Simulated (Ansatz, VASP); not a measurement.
**Two plane-wave programs on Ir**

```
Ir
1.0
     0.00000    1.91970    2.13567
     1.91970    0.00000    2.13567
     1.91970    1.91970    0.00000
Ir
1
Cartesian
  0.0000 0.0000 0.0000
```

Change from the starting cell: strain +0.1125 x Voigt [0, 0, 1, 0, 0, 0], atoms carried along.

Alike in both runs: task single point; functional r2SCAN; k mesh 22 × 22 × 22; occupations gaussian, width 0.15 eV; no spin polarisation.

|  | VASP | Ansatz |
| --- | --- | --- |
| version | VASP 6.6.1 | Ansatz 0.2.0 |
| potentials or method | VASP PAW PBE potentials, release 64 (Ir), cutoff 520 eV | scalar-relativistic, plane waves, PAW |
| valence electrons in the cell | 9 | 17 |

Ansatz gave:

```
gap on the k mesh at the Fermi level (eV)                     : none
pressure (GPa)                                                : -27.4
traceless stress, the component that is largest in VASP (GPa) : -19.81
```

Question: Estimate VASP's values.

Answer: gap on the k mesh at the Fermi level (eV): none; pressure (GPa): -25.9; traceless stress, the component that is largest in VASP (GPa): -19.83.

VASP's potentials were made for PBE, not for r2SCAN. A gap of «none» marks a metal or a gap that the smearing closes. With one functional, cell and mesh, what is left measures potentials, basis and numerics. VASP's potentials hold 9 valence electrons a cell and Ansatz's 17, so a difference there can come from the potentials and not from the codes.

Spin-orbit coupling is off throughout.
